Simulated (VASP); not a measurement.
# Hf2F3 (Pm-3m) in VASP: a series of runs

Hf2F3 is run at these levels: PBE; tasks: single point, relaxation of cell and atoms.

Everything below comes from runs of VASP 6.6.1. Logs are shortened: lines on timing, memory, paths and dates and some standing lists are left out, and cuts for length are marked.

**1. The cell of the first run**

Symmetry: Pm-3m, No. 221, cubic system. The conventional cell has a = 4.380 Å, b = 4.380 Å, c = 4.380 Å, α = 90.00°, β = 90.00°, γ = 90.00°. Within 2.9 Å of Hf (site symmetry m-3m) lie 6 F at 2.19 Å. Hf (site symmetry m-3m) has 12 F at 3.10 Å and 8 Hf at 3.79 Å within 4.1 Å. F (site symmetry 4/mmm) has 2 Hf at 2.19 Å within 2.9 Å.

**2. Single point, PBE**

Input file INCAR:

```
SYSTEM = Hf2F3
  PREC = Accurate
  ENCUT = 520
  EDIFF = 1E-6
  ISMEAR = 0
  SIGMA = 0.1
  LREAL = .False.
  LASPH = .True.
  NELM = 80
  ALGO = Normal
  ISIF = 2
  LWAVE = .False.
  LCHARG = .False.
  GGA = PE
  NBANDS = 28
```

Input file KPOINTS:

```
Automatic mesh
0
Gamma
  4 4 4
  0 0 0
```

Input file POSCAR:

```
Hf2F3
1.0
    4.3799737959      0.0000000000      0.0000000000
    0.0000000000      4.3799737959      0.0000000000
    0.0000000000      0.0000000000      4.3799737959
Hf F
2 3
Direct
    0.5000000000      0.5000000000      0.5000000000
    0.0000000000      0.0000000000      0.0000000000
    0.0000000000      0.5000000000      0.5000000000
    0.5000000000      0.0000000000      0.5000000000
    0.5000000000      0.5000000000      0.0000000000
```

Potentials or basis: VASP PAW PBE potentials, release 64 (Hf_pv, F).

Launch:

```console
$ cat potpaw_PBE.64/Hf_pv/POTCAR potpaw_PBE.64/F/POTCAR > POTCAR
$ mpirun -np 1 vasp_std > vasp.out
```

OUTCAR:

```text
SYSTEM = Hf2F3
   PREC = Accurate
   ENCUT = 520
   EDIFF = 1E-6
   ISMEAR = 0
   LREAL = .False.
   LASPH = .True.
   NELM = 80
   ISIF = 2
   GGA = PE

 ion  position               nearest neighbor table
   1  0.500  0.500  0.500-   3 2.19   4 2.19   5 2.19   5 2.19   4 2.19   3 2.19   2 3.79   2 3.79
                             2 3.79   2 3.79   2 3.79   2 3.79   2 3.79   2 3.79
   2  0.000  0.000  0.000-   1 3.79   1 3.79   1 3.79   1 3.79   1 3.79   1 3.79   1 3.79   1 3.79

   3  0.000  0.500  0.500-   1 2.19   1 2.19
   4  0.500  0.000  0.500-   1 2.19   1 2.19
   5  0.500  0.500  0.000-   1 2.19   1 2.19

  LATTYP: Found a simple cubic cell.
 ALAT       =     4.3799737959

  Lattice vectors:

 A1 = (   4.3799737959,   0.0000000000,   0.0000000000)
 A2 = (   0.0000000000,   4.3799737959,   0.0000000000)
 A3 = (   0.0000000000,   0.0000000000,   4.3799737959)

Analysis of symmetry for initial positions (statically):
=====================================================================
 Subroutine PRICEL returns:
 Original cell was already a primitive cell.

 Routine SETGRP: Setting up the symmetry group for a
 simple cubic supercell.

 Subroutine GETGRP returns: Found 48 space group operations
 (whereof 48 operations were pure point group operations)
 out of a pool of 48 trial point group operations.

The static configuration has the point symmetry O_h .

Analysis of symmetry for dynamics (positions and initial velocities):
=====================================================================
 Subroutine PRICEL returns:
 Original cell was already a primitive cell.

 Routine SETGRP: Setting up the symmetry group for a
 simple cubic supercell.

 Subroutine GETGRP returns: Found 48 space group operations
 (whereof 48 operations were pure point group operations)
 out of a pool of 48 trial point group operations.

The dynamic configuration has the point symmetry O_h .

 Subroutine INISYM returns: Found 48 space group operations
 (whereof 48 operations are pure point group operations),
 and found     1 'primitive' translations

----------------------------------------------------------------------------------------

                                     Primitive cell

  volume of cell :      84.0262

  direct lattice vectors                    reciprocal lattice vectors
     4.379973796  0.000000000  0.000000000     0.228311868  0.000000000  0.000000000
     0.000000000  4.379973796  0.000000000     0.000000000  0.228311868  0.000000000
     0.000000000  0.000000000  4.379973796     0.000000000  0.000000000  0.228311868

  length of vectors
     4.379973796  4.379973796  4.379973796     0.228311868  0.228311868  0.228311868

  position of ions in fractional coordinates (direct lattice)
     0.500000000  0.500000000  0.500000000
     0.000000000  0.000000000  0.000000000
     0.000000000  0.500000000  0.500000000
     0.500000000  0.000000000  0.500000000
     0.500000000  0.500000000  0.000000000

  ion indices of the primitive-cell ions
   primitive index   ion index
                 1           1
                 2           2
                 3           3
                 4           4
                 5           5

----------------------------------------------------------------------------------------

 KPOINTS: Automatic mesh

Automatic generation of k-mesh.
 Grid dimensions read from file:
 generate k-points for:    4    4    4

 Generating k-lattice:

  Cartesian coordinates                     Fractional coordinates (reciprocal lattice)
     0.057077967  0.000000000  0.000000000     0.250000000  0.000000000  0.000000000
     0.000000000  0.057077967  0.000000000     0.000000000  0.250000000  0.000000000
     0.000000000  0.000000000  0.057077967     0.000000000  0.000000000  0.250000000

  Length of vectors
     0.057077967  0.057077967  0.057077967

  Shift w.r.t. Gamma in fractional coordinates (k-lattice)
     0.000000000  0.000000000  0.000000000

 Subroutine IBZKPT returns following result:
 ===========================================

 Found     10 irreducible k-points:

 Following reciprocal coordinates:
            Coordinates               Weight
  0.000000  0.000000  0.000000      1.000000
  0.250000  0.000000  0.000000      6.000000
  0.500000  0.000000  0.000000      3.000000
  0.250000  0.250000  0.000000     12.000000
  0.500000  0.250000  0.000000     12.000000
  0.500000  0.500000  0.000000      3.000000
  0.250000  0.250000  0.250000      8.000000
  0.500000  0.250000  0.250000     12.000000
  0.500000  0.500000  0.250000      6.000000
  0.500000  0.500000  0.500000      1.000000
   k-points           NKPTS =     10   k-points in BZ     NKDIM =     10   number of bands    NBANDS=     28
   number of dos      NEDOS =    301   number of ions     NIONS =      5
   total plane-waves  NPLWV =  46656
   dimension x,y,z NGX =    36 NGY =   36 NGZ =   36
   dimension x,y,z NGXF=    72 NGYF=   72 NGZF=   72
   ions per type =               2   3
   NGX,Y,Z   is equivalent  to a cutoff of  13.66, 13.66, 13.66 a.u.
   NGXF,Y,Z  is equivalent  to a cutoff of  27.33, 27.33, 27.33 a.u.
 SYSTEM =  Hf2F3
   PREC   = accura    normal or accurate (medium, high low for compatibility)
   ISTART =      0    job   : 0-new  1-cont  2-samecut
   ICHARG =      2    charge: 1-file 2-atom 10-const
   ISPIN  =      1    spin polarized calculation?
   LNONCOLLINEAR =      F non collinear calculations
   LSORBIT =      F    spin-orbit coupling
   LASPH  =      T    aspherical Exc in radial PAW
   ENCUT  =  520.0 eV  38.22 Ry    6.18 a.u.   8.14  8.14  8.14*2*pi/ulx,y,z
   NELM   =     80;   NELMIN=  2; NELMDL= -5     # of ELM steps
   EDIFF  = 0.1E-05   stopping-criterion for ELM
   LREAL  =      F    real-space projection
   EDIFFG = 0.1E-04   stopping-criterion for IOM
   NSW    =      0    number of steps for IOM
   IBRION =     -1    ionic relax: 0-MD 1-quasi-New 2-CG
   NFREE  =      0    steps in history (QN), initial steepest desc. (CG)
   ISIF   =      2    stress and relaxation
   ISYM   =      2    0-nonsym 1-usesym 2-fastsym
   POTIM  = 0.5000    time-step for ionic-motion
   TEBEG  =    0.0;   TEEND  =   0.0 temperature during run
   PSTRESS=    0.0 pullay stress
   NELECT =      41.0000    total number of electrons
   NUPDOWN=      -1.0000    fix difference up-down
   EMIN   =  10.00;   EMAX   =-10.00  energy-range for DOS
   EFERMI =   0.00;   METHOD = LEGACY
   ISMEAR =     0;   SIGMA  =   0.10  broadening in eV -4-tet -1-fermi 0-gaus
   EFERMI_NEDOS =   21; number of points for ismear=-14 and -15
   IALGO  =     38    algorithm
   IMIX   =      4    mixing-type and parameters
     AMIX     =   0.40;   BMIX     =  1.00
     AMIX_MAG =   1.60;   BMIX_MAG =  1.00
  volume/ion in A,a.u.               =      16.81       113.41
  Fermi-wavevector in a.u.,A,eV,Ry     =   1.288837  2.435548 22.600643  1.661100
  Thomas-Fermi vector in A             =   2.420766
   LORBIT       =      0    0 simple, 1 ext, 2 COOP (PROOUT), +10 PAW based schemes
   GGA     = PE    functional components
   LHFCALC =     F    Hartree Fock is set to
   AEXX    =    0.0000 exact exchange contribution
   IVDW    =     0    specifies the selected vdW correction
   LEPSILON=     F    determine dielectric tensor
   LRPA    =     F    only Hartree local field effects (RPA)
 non-spin polarized calculation
 Gauss-broadening in eV      SIGMA  =   0.10
  energy-cutoff  :      520.00
  volume of cell :       84.03
 maximum number of plane-waves:      2301
 NGX is ok and might be reduce to    36
   NGX = 17   NGY = 17   NGZ = 17

 number of electron      40.9999960 magnetization

 Free energy of the ion-electron system (eV)
  ---------------------------------------------------
  ext. energy  EPLUGINS =         0.00000000
  ---------------------------------------------------
  free energy    TOTEN  =       -31.78628242 eV

  energy without entropy =      -31.73455480  energy(sigma->0) =      -31.76041861

 E-fermi :   4.6262     XC(G=0): -10.1534

 val. band max:        4.6043915368   @ k =   0.5000   0.2500   0.0000
 cond. band min:       4.6428798284   @ k =   0.2500   0.2500   0.2500
 fundamental gap:      0.0384882916
 Fermi energy:         4.6262259541

 k-point     1 :       0.0000    0.0000    0.0000
  band No.  band energies     occupation
      1     -28.7672      2.00000
      2     -28.7672      2.00000
      3     -28.7672      2.00000
      4     -27.8004      2.00000
      5     -27.8004      2.00000
      6     -27.8004      2.00000
[... 20 lines left out ...]
     27       6.4479      0.00000
     28       7.0711      0.00000

 k-point     2 :       0.2500    0.0000    0.0000
  band No.  band energies     occupation
      1     -28.8427      2.00000
      2     -28.7658      2.00000
      3     -28.7658      2.00000
      4     -27.8080      2.00000
      5     -27.8006      2.00000
      6     -27.8006      2.00000
[... 20 lines left out ...]
     27       6.2293      0.00000
     28       7.0478      0.00000

 k-point     3 :       0.5000    0.0000    0.0000
  band No.  band energies     occupation
      1     -28.9153      2.00000
      2     -28.7644      2.00000
      3     -28.7644      2.00000
      4     -27.8154      2.00000
      5     -27.8008      2.00000
      6     -27.8008      2.00000
[... 20 lines left out ...]
     27       5.6328      0.00000
     28       6.1696      0.00000

 k-point     4 :       0.2500    0.2500    0.0000
  band No.  band energies     occupation
      1     -28.8429      2.00000
      2     -28.8417      2.00000
      3     -28.7647      2.00000
      4     -27.8078      2.00000
      5     -27.8048      2.00000
      6     -27.8004      2.00000
[... 144 lines left out ...]
     27       6.9335      0.00000
     28       7.3838      0.00000

 k-point     9 :       0.5000    0.5000    0.2500
  band No.  band energies     occupation
      1     -28.9137      2.00000
      2     -28.9137      2.00000
      3     -28.8386      2.00000
      4     -27.8096      2.00000
      5     -27.8096      2.00000
      6     -27.8050      2.00000
[... 20 lines left out ...]
     27       6.6813      0.00000
     28       8.3831      0.00000

 k-point    10 :       0.5000    0.5000    0.5000
  band No.  band energies     occupation
      1     -28.9114      2.00000
      2     -28.9114      2.00000
      3     -28.9114      2.00000
      4     -27.8102      2.00000
      5     -27.8102      2.00000
      6     -27.8102      2.00000
[... 20 lines left out ...]
     27       6.1956      0.00000
     28       9.5891      0.00000

------------------------ aborting loop because EDIFF is reached ----------------------------------------

  FORCE on cell =-STRESS in cart. coord.  units (eV):
  Direction    XX          YY          ZZ          XY          YZ          ZX
  --------------------------------------------------------------------------------------
  -------------------------------------------------------------------------------------
  Total       -0.9033720     -0.9033720     -0.9033720      0.0000000     -0.0000000     -0.0000000
  in kB      -17.2251366    -17.2251366    -17.2251366      0.0000000     -0.0000000     -0.0000000
  external PRESSURE =     -17.2251366 kB  Pullay stress =       0.0000000 kB

 VOLUME and BASIS-vectors are now :
 -----------------------------------------------------------------------------
  energy-cutoff  :      520.00
  volume of cell :       84.03
      direct lattice vectors                 reciprocal lattice vectors
     4.379973796  0.000000000  0.000000000     0.228311868  0.000000000  0.000000000
     0.000000000  4.379973796  0.000000000     0.000000000  0.228311868  0.000000000
     0.000000000  0.000000000  4.379973796     0.000000000  0.000000000  0.228311868

 POSITION                                       TOTAL-FORCE (eV/Angst)
 -----------------------------------------------------------------------------------
      2.18999      2.18999      2.18999         0.000000      0.000000      0.000000
      0.00000      0.00000      0.00000         0.000000      0.000000      0.000000
      0.00000      2.18999      2.18999         0.000000      0.000000      0.000000
      2.18999      0.00000      2.18999         0.000000      0.000000      0.000000
      2.18999      2.18999      0.00000         0.000000      0.000000      0.000000
 -----------------------------------------------------------------------------------
    total drift:                                0.000000      0.000000      0.000000

  FREE ENERGIE OF THE ION-ELECTRON SYSTEM (eV)
  ---------------------------------------------------
  free  energy   TOTEN  =       -31.7862824217 eV

  energy  without entropy=      -31.7345548007  energy(sigma->0) =      -31.76041861
```

Wall time 42 s (1 thread of Intel Xeon 8259CL, shared host); peak memory 0.2 GiB.

Results:

| Quantity | Value |
| --- | --- |
| Free energy | -31.7863 eV |
| Pressure | -1.7 GPa |

Levels at points of the mesh, in eV from the Fermi level:
```tsv
k point	band 18	band 19	band 20	band 21	band 22	band 23
(0.00, 0.00, 0.00)	-7.42	-3.52	-0.71	-0.71	-0.71	-0.54
(0.50, 0.00, 0.00)	-7.50	-1.32	-0.02	0.05	0.13	0.73
(0.50, 0.50, 0.00)	-7.01	-0.27	-0.20	0.19	0.19	0.87
(0.50, 0.50, 0.50)	-6.98	-0.08	-0.08	-0.08	-0.02	1.46
```

Caveat: spin-orbit coupling is left out, which moves the levels of the heavy elements; an odd number of electrons without spin polarisation forces a metal; a magnetic or distorted state may lie lower.

**3. Single point, PBE**

This run uses another cell than the first one, of 17.77 Å³/atom, 1.057 times its volume.

Input file INCAR:

```
SYSTEM = Hf2F3
PREC     = Accurate       ! precision mode
ENCUT    = 520            ! plane-wave cutoff, eV
EDIFF    = 1E-7           ! SCF threshold, eV
ISMEAR   = 0              ! smearing method
SIGMA    = 0.1            ! smearing width, eV
LREAL    = .False.        ! projectors in reciprocal space
LASPH    = .True.         ! aspherical terms in the spheres
NELM     = 100            ! most SCF steps
ALGO     = Normal         ! electronic algorithm
ISIF     = 2              ! what is computed and relaxed
LWAVE    = .False.        ! write WAVECAR
LCHARG   = .False.        ! write CHGCAR
GGA      = PE             ! functional
NBANDS   = 28             ! bands
```

KPOINTS is that of step 2.

Changes to POSCAR since step 2:

```diff
@@ -2,5 +2,5 @@
 1.0
-    4.3799737959      0.0000000000      0.0000000000
-    0.0000000000      4.3799737959      0.0000000000
-    0.0000000000      0.0000000000      4.3799737959
+    4.4618455700      0.0000000000      0.0000000000
+    0.0000000000      4.4618455700      0.0000000000
+    0.0000000000      0.0000000000      4.4618455700
 Hf F
```

Potentials or basis: VASP PAW PBE potentials, release 64 (Hf_pv, F).

Launch:

```console
$ cat potpaw_PBE.64/Hf_pv/POTCAR potpaw_PBE.64/F/POTCAR > POTCAR
$ mpirun -np 1 vasp_std > vasp.out
```

Wall time 52 s (1 thread of Intel Xeon 8259CL, shared host); peak memory 0.2 GiB.

The run converged. Its results:

- Free energy: -31.6841 eV
- Pressure: -5.4 GPa

Levels at points of the mesh, in eV from the Fermi level:
| k point | band 18 | band 19 | band 20 | band 21 | band 22 | band 23 |
| --- | --- | --- | --- | --- | --- | --- |
| (0.00, 0.00, 0.00) | -7.07 | -3.45 | -0.63 | -0.63 | -0.63 | -0.46 |
| (0.50, 0.00, 0.00) | -7.15 | -1.33 | -0.03 | 0.01 | 0.16 | 0.67 |
| (0.50, 0.50, 0.00) | -6.69 | -0.35 | -0.22 | 0.17 | 0.17 | 0.82 |
| (0.50, 0.50, 0.50) | -6.67 | -0.12 | -0.07 | -0.07 | -0.07 | 1.33 |

Caveat: spin-orbit coupling is left out, which moves the levels of the heavy elements; an odd number of electrons without spin polarisation forces a metal; a magnetic or distorted state may lie lower.

(Continued in part 2 of 2.)
